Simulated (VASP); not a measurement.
Crystal: Mg7Cl.

```xyz
8
Lattice="0.0000 4.1109 4.1109 4.1109 0.0000 4.1109 4.1109 4.1109 0.0000" Properties=species:S:1:pos:R:3 pbc="T T T"
Mg    0.0000    2.0554    2.0554
Mg    4.1109    2.0554    2.0554
Mg    2.0554    0.0000    2.0554
Mg    2.0554    4.1109    2.0554
Mg    2.0554    2.0554    0.0000
Mg    2.0554    2.0554    4.1109
Mg    4.1109    4.1109    4.1109
Cl    0.0000    0.0000    0.0000
```

```yaml
Program: VASP 6.6.1
Task: relaxation of cell and atoms
Functional: PBE
Potentials_or_basis: VASP PAW PBE potentials, release 64 (Mg, Cl)
Cutoff: 600 eV
k_mesh: 4 × 4 × 4
Occupations: gaussian, width 0.1 eV
Spin: no spin polarisation
```

At the start: pressure 16.9 GPa; volume 17.37 Å³/atom.

How do energy, volume and symmetry change on relaxing?

Over 4 steps the energy falls by 243.8 meV/atom and the volume is 23.26 Å³/atom (+33.9 %); space group Fm-3m (No. 225, to 0.05 Å).

The path:
| step | energy change (eV) | largest force (eV/Å) | pressure (GPa) | volume (Å³) |
| --- | --- | --- | --- | --- |
| 1 | 0.0000 | 0.0000 | 16.90 | 138.94 |
| 2 | -1.9232 | 0.0000 | 1.32 | 179.13 |
| 3 | -1.9484 | 0.0000 | -0.35 | 188.02 |
| 4 | -1.9507 | 0.0000 | -0.01 | 186.05 |

Final structure:
```xyz
8
Lattice="0.0000 4.5310 4.5310 4.5310 0.0000 4.5310 4.5310 4.5310 0.0000" Properties=species:S:1:pos:R:3 pbc="T T T"
Mg    0.0000    2.2655    2.2655
Mg    4.5310    2.2655    2.2655
Mg    2.2655    0.0000    2.2655
Mg    2.2655    4.5310    2.2655
Mg    2.2655    2.2655    0.0000
Mg    2.2655    2.2655    4.5310
Mg    4.5310    4.5310    4.5310
Cl    0.0000    0.0000    0.0000
```

Caveat: the volume moved by over 15 % at a fixed basis, so the end points are rough; an odd number of electrons without spin polarisation forces a metal; a magnetic or distorted state may lie lower.
